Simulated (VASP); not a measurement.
A run of VASP 6.6.1:

File POSCAR:

```
CdS
1.0
    0.0000000000      2.9453485066      2.9453485066
    2.9453485066      0.0000000000      2.9453485066
    2.9453485066      2.9453485066      0.0000000000
Cd S
1 1
Direct
    0.0000000000      0.0000000000      0.0000000000
    0.2500000000      0.2500000000      0.2500000000
```

The input INCAR.step1:

```
SYSTEM = CdS
  PREC = Accurate
  ENCUT = 520
  EDIFF = 1E-5
  ISMEAR = -1
  SIGMA = 0.02
  LREAL = .False.
  LASPH = .True.
  NELM = 80
  ALGO = Normal
  ISIF = 2
  LWAVE = .True.
  NBANDS = 16
  GGA = PE
```

File INCAR.step2:

```
SYSTEM = CdS
  PREC = Accurate
  ENCUT = 520
  EDIFF = 1E-6
  ISMEAR = -1
  SIGMA = 0.02
  LREAL = .False.
  LASPH = .True.
  NELM = 80
  ALGO = Normal
  ISIF = 2
  LWAVE = .False.
  LCHARG = .True.
  GGA = PE
  LHFCALC = .True.
  HFSCREEN = 0.2079
  PRECFOCK = Normal
  LELF = .True.
  LVHAR = .True.
  NBANDS = 16
  ISTART = 1
```

KPOINTS

```
Automatic mesh
0
Gamma
  4 4 4
  0 0 0
```

Potentials or basis: VASP PAW PBE potentials, release 64 (Cd, S).

Launch:

```sh
$ cat potpaw_PBE.64/Cd/POTCAR potpaw_PBE.64/S/POTCAR > POTCAR
$ cp INCAR.step1 INCAR
$ mpirun -np 1 vasp_std > vasp.out
$ cp INCAR.step2 INCAR
$ mpirun -np 1 vasp_std > vasp.out
```

Hardware: 1 thread of Intel Xeon 8259CL (shared host).

Q: Estimate the wall time of this run.

A: Run time: 19 min on 1 thread of Intel Xeon 8259CL (shared host), peak memory 0.25 GiB. Counts: k points 8.
